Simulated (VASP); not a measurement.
# Be (P6_3/mmc) in VASP: further runs, part 2 of 2

VASP 6.6.1. The steps go on from the part before.

### Step 3. Single point, PBEsol

The input, INCAR:

```
SYSTEM = Be
  PREC = Accurate
  ENCUT = 520
  EDIFF = 1E-6
  ISMEAR = -1
  SIGMA = 0.05
  LREAL = .False.
  LASPH = .True.
  NELM = 60
  ALGO = Normal
  ISIF = 2
  LWAVE = .False.
  LCHARG = .False.
  GGA = PS
  NBANDS = 9
```

The input, KPOINTS:

```
Automatic mesh
0
Gamma
  13 13 8
  0 0 0
```

The input, POSCAR:

```
Be
1.0
    2.2853000000      0.0000000000      0.0000000000
   -1.1426500000      1.9791278553      0.0000000000
    0.0000000000      0.0000000000      3.5842000000
Be
2
Direct
    0.6666666667      0.3333333333      0.7500000000
    0.3333333333      0.6666666667      0.2500000000
```

Potentials or basis: VASP PAW PBE potentials, release 64 (Be).

Run with:

```sh
> cat potpaw_PBE.64/Be/POTCAR > POTCAR
> mpirun -np 1 vasp_std > vasp.out
```

Run time: 7.6 s. Hardware: 1 thread of Intel Xeon Platinum 8559C (Emerald Rapids), shared host; peak memory 0.13 GiB.

It converged, with:

```yaml
Free_energy: -7.9885 eV
Pressure: -3.5 GPa
Band_gap_on_the_k_mesh: zero (band 2 reaches 7.89 eV, above the bottom of band 3 at 6.28 eV)
```

Stress tensor (GPa, compression positive):
```
-3.24  0.00  0.00
 0.00 -3.24  0.00
 0.00  0.00 -4.04
```

Levels at points of the mesh, in eV from the Fermi level:
| k point | band 1 | band 2 | band 3 | band 4 | band 5 |
| --- | --- | --- | --- | --- | --- |
| (0.00, 0.00, 0.00) | -11.05 | -4.17 | 1.27 | 15.77 | 15.77 |
| (0.00, 0.00, 0.50) | -8.90 | -8.90 | 10.78 | 10.78 | 17.40 |

Caveat: the PAW data sets were made with another functional, which shifts forces and pressure a little.

### Step 4. Single point, revPBE (the cell strained at random)

The input, INCAR:

```
SYSTEM = Be
PREC = Accurate ; ENCUT = 520
EDIFF = 1E-6 ; ISMEAR = 1
SIGMA = 0.1 ; LREAL = .FALSE.
LASPH = .TRUE. ; NELM = 80
ALGO = Normal ; ISIF = 2
LWAVE = .FALSE. ; LCHARG = .FALSE.
GGA = RE ; NBANDS = 9
```

The input, KPOINTS:

```
regular mesh
0
G
  13 13 8
  0 0 0
```

The input, POSCAR:

```
Be
1.0
    2.2851144400      0.0000361853      0.0000079334
   -1.1425262175      1.9789396038     -0.0000012776
    0.0000035133      0.0000014592      3.5778919283
Be
2
Direct
    0.6666858755      0.3333383462      0.7500000813
    0.3333141245      0.6666616538      0.2499999187
```

Potentials or basis: VASP PAW PBE potentials, release 64 (Be).

Run with:

```sh
> cat potpaw_PBE.64/Be/POTCAR > POTCAR
> mpirun -np 1 vasp_std > vasp.out
```

OUTCAR:

```text
SYSTEM = Be
   PREC = Accurate
   ENCUT = 520
   EDIFF = 1E-6
   ISMEAR = 1
   LREAL = .FALSE.
   LASPH = .TRUE.
   NELM = 80
   ISIF = 2
   GGA = RE

 ion  position               nearest neighbor table
   1  0.667  0.333  0.750-   2 2.22   2 2.22   2 2.22   2 2.22   2 2.22   2 2.22
   2  0.333  0.667  0.250-   1 2.22   1 2.22   1 2.22   1 2.22   1 2.22   1 2.22

  Warning from LATTYP: Monoclinic adjustment (A1->A3, A2->A1, A3->A2)!
  LATTYP: Found a base centered orthorhombic cell.
 ALAT       =     2.2850750782
 B/A-ratio  =     1.7321021998
 C/A-ratio  =     1.5657655901

  Lattice vectors:

[... 472 lines left out ...]
      7      22.0790      0.00000
      8      23.3105      0.00000
      9      25.5538      0.00000

 [... further k-points ...]
[... 5 lines left out ...]
  --------------------------------------------------------------------------------------
  -------------------------------------------------------------------------------------
  Total        0.0022830      0.0023387      0.0076749     -0.0002530      0.0000000      0.0000000
  in kB        0.2260680      0.2315847      0.7600004     -0.0250524      0.0000005      0.0000015
  external PRESSURE =       0.4058844 kB  Pullay stress =       0.0000000 kB

 VOLUME and BASIS-vectors are now :
 -----------------------------------------------------------------------------
  energy-cutoff  :      520.00
  volume of cell :       16.18
      direct lattice vectors                 reciprocal lattice vectors
     2.285114440  0.000036185  0.000007933     0.437610844  0.252651400 -0.000000533
    -1.142526217  1.978939604 -0.000001278    -0.000008002  0.505316512 -0.000000206
     0.000003513  0.000001459  3.577891928    -0.000000970 -0.000000380  0.279494188

 POSITION                                       TOTAL-FORCE (eV/Angst)
 -----------------------------------------------------------------------------------
      1.14261      0.65968      2.68342        -0.000190     -0.000058     -0.000000
     -0.00002      1.31930      0.89447         0.000190      0.000058      0.000000
 -----------------------------------------------------------------------------------
    total drift:                               -0.000000     -0.000003      0.000004

  FREE ENERGIE OF THE ION-ELECTRON SYSTEM (eV)
  ---------------------------------------------------
  free  energy   TOTEN  =        -7.1115754471 eV

  energy  without entropy=       -7.1115260854  energy(sigma->0) =       -7.11155899
```

OSZICAR:

```text
N       E                     dE             d eps       ncg     rms          rms(c)
DAV:   1    -0.243180364170E+01   -0.24318E+01   -0.17746E+03  7730   0.364E+02
DAV:   2    -0.709722114970E+01   -0.46654E+01   -0.45470E+01 11413   0.536E+01
DAV:   3    -0.715291643896E+01   -0.55695E-01   -0.55105E-01  8856   0.382E+00
DAV:   4    -0.715300328093E+01   -0.86842E-04   -0.86839E-04  9542   0.153E-01
DAV:   5    -0.715300333046E+01   -0.49530E-07   -0.48562E-07  8478   0.346E-03    0.121E+00
DAV:   6    -0.712307571176E+01    0.29928E-01   -0.42812E-03  8103   0.718E-01    0.742E-01
DAV:   7    -0.711158557718E+01    0.11490E-01   -0.44037E-03  7904   0.707E-01    0.182E-02
DAV:   8    -0.711157317136E+01    0.12406E-04   -0.10529E-05  8217   0.275E-02    0.773E-03
DAV:   9    -0.711157576031E+01   -0.25889E-05   -0.16512E-06  8414   0.105E-02    0.787E-04
DAV:  10    -0.711157544709E+01    0.31322E-06   -0.47998E-09  4489   0.576E-04
   1 F= -.71115754E+01 E0= -.71115590E+01  d E =-.493617E-04
```

stdout:

```text
POSCAR found type information on POSCAR Be
 POSCAR found :  1 types and       2 ions
 scaLAPACK will be used
 -----------------------------------------------------------------------------
|                                                                             |
|                                                                             |
|     You enforced a specific xc type in the INCAR file but a different       |
[... 26 lines left out ...]
 -----------------------------------------------------------------------------

 LDA part: xc-table for (Slater+PW92), standard interpolation
 POSCAR, INCAR and KPOINTS ok, starting setup
 FFT: planning ... GRIDC
 FFT: planning ... GRID_SOFT
 FFT: planning ... GRID
 WAVECAR not read
 entering main loop
```

It took 68 s on 1 thread of Intel Xeon Platinum 8259CL at 2.50GHz (Skylake/Cascade Lake), shared host; peak memory 0.16 GiB.

What came out:

```yaml
Free_energy: -7.1116 eV
Pressure: 0.0 GPa
Band_gap_on_the_k_mesh: zero (band 2 reaches 8.02 eV, above the bottom of band 3 at 6.38 eV)
```

Caveat: the cell differs from its parent crystal (the cell strained at random); the PAW data sets were made with another functional, which shifts forces and pressure a little.

### Step 5. Single point, PBE

The input, INCAR:

```
SYSTEM = Be
ALGO = Normal
EDIFF = 1E-7
ENCUT = 520
GGA = PE
ISIF = 2
ISMEAR = 0
LASPH = .TRUE.
LCHARG = .TRUE.
LELF = .TRUE.
LREAL = .FALSE.
LVHAR = .TRUE.
LWAVE = .FALSE.
NBANDS = 9
NELM = 60
PREC = Accurate
SIGMA = 0.1
```

The input, KPOINTS:

```
k-points
0
G
  13 13 8
  0 0 0
```

The input, POSCAR:

```
Be
1.0
    2.2853000000      0.0000000000      0.0000000000
   -1.1426500000      1.9791278553      0.0000000000
    0.0000000000      0.0000000000      3.5842000000
Be
2
Direct
    0.6666666667      0.3333333333      0.7500000000
    0.3333333333      0.6666666667      0.2500000000
```

Run with:

```sh
> cat potpaw_PBE.64/Be/POTCAR > POTCAR
> mpirun -np 1 vasp_std > vasp.out
```

Wall time 9.6 s (1 thread of Intel Xeon Platinum 8259CL at 2.50GHz (Skylake/Cascade Lake), shared host); peak memory 0.12 GiB.

It converged, with:

```
Free energy            : -7.5283 eV
Pressure               : -2.7 GPa
Band gap on the k mesh : zero (band 2 reaches 7.91 eV, above the bottom of band 3 at 6.29 eV)
```

Stress tensor (GPa, compression positive):
```
-2.35  0.00  0.00
 0.00 -2.35  0.00
 0.00  0.00 -3.32
```

Levels at points of the mesh, in eV from the Fermi level:
```tsv
k point	band 1	band 2	band 3	band 4	band 5	band 6	band 7
(0.00, 0.00, 0.00)	-11.07	-4.17	1.24	15.75	15.75	18.57	18.57
(0.00, 0.00, 0.50)	-8.91	-8.91	10.77	10.77	17.38	17.38	17.38
```

### Step 6. Overview

```tsv
level	cell	smearing	gap on the mesh (eV)	pressure (GPa)
PBEsol	a = 2.285, b = 2.285, c = 3.584 Å, angles 90.0, 90.0, 120.0°, 2 atoms	fermi-dirac 0.05 eV	none	-3.5
revPBE	a = 2.285, b = 2.285, c = 3.578 Å, angles 90.0, 90.0, 120.0°, 2 atoms	methfessel-paxton 0.1 eV	none	0.0
PBE	a = 2.285, b = 2.285, c = 3.584 Å, angles 90.0, 90.0, 120.0°, 2 atoms	gaussian 0.1 eV	none	-2.7
```

Alike in all rows: task single point; potentials or basis VASP PAW PBE potentials, release 64 (Be); no spin polarisation; k mesh 13 × 13 × 8; cutoff (eV) 520.

Caveats: the PAW data sets were made with another functional, which shifts forces and pressure a little (some runs).

Total energies depend on the potentials used, so only differences within one code and one set of settings carry meaning.
